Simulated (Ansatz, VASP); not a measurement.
# Two plane-wave programs on SiO2

```
Si O
1.0
    -2.49644    2.49644    3.69406
     2.49644   -2.49644    3.69406
     2.49644    2.49644   -3.69406
Si O
2 4
Direct
  0.00000 0.00000 0.00000
  0.75000 0.25000 0.50000
  0.97336 0.62500 0.84836
  0.37500 0.22336 0.34836
  0.77664 0.12500 0.15164
  0.87500 0.02664 0.65164
```

Alike in both runs: task single point; functional r2SCAN; k mesh 6 × 6 × 6; no spin polarisation.

|  | VASP | Ansatz |
| --- | --- | --- |
| version | VASP 6.6.1 | Ansatz 0.2.0 |
| potentials or method | VASP PAW PBE potentials, release 64 (Si, O) | plane waves, PAW |
| plane-wave cutoff (eV) | 520 | 500 |
| occupations | gaussian, width 0.01 eV | fixed |
| valence electrons in the cell | 32 | 32 |

```tsv
	VASP	Ansatz	Ansatz less VASP
gap on the k mesh at the Fermi level (eV)	6.40	6.40	+0.003
pressure (GPa)	-4.5	-4.7	-0.14
rms of the force components (eV/Å)	0.152	0.152	+0.0002
```

VASP's potentials were made for PBE, not for r2SCAN. Atom by atom the forces differ by 0.000 eV/Å (rms over components).
